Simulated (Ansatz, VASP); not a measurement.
**One calculation of Hf, two programs**

```
CELL_PARAMETERS angstrom
3.19873 0.00000 0.00000
-1.59937 2.77018 0.00000
0.00000 0.00000 5.05050
ATOMIC_POSITIONS crystal
Hf 0.33333 0.66667 0.25000
Hf 0.66667 0.33333 0.75000
```

Alike in both runs: task single point; functional r2SCAN; k mesh 11 × 11 × 6; occupations gaussian, width 0.1 eV; no spin polarisation.

|  | VASP | Ansatz |
| --- | --- | --- |
| version | VASP 6.6.1 | Ansatz 0.2.0 |
| potentials or method | VASP PAW PBE potentials, release 64 (Hf_pv), cutoff 520 eV | plane waves (500 eV) with PAW, scalar-relativistic |
| valence electrons in the cell | 20 | 52 |

VASP gave:

- pressure (GPa): -0.5
- traceless stress, the component that is largest in VASP (GPa): -0.10

Problem. Which values does Ansatz return?

Solution. Pressure (GPa): 0.1; traceless stress, the component that is largest in VASP (GPa): 0.03.

VASP's potentials were made for PBE, not for r2SCAN. VASP's potentials hold 20 valence electrons a cell and Ansatz's 52, so a difference there can come from the potentials and not from the codes.

Spin-orbit coupling is off throughout.
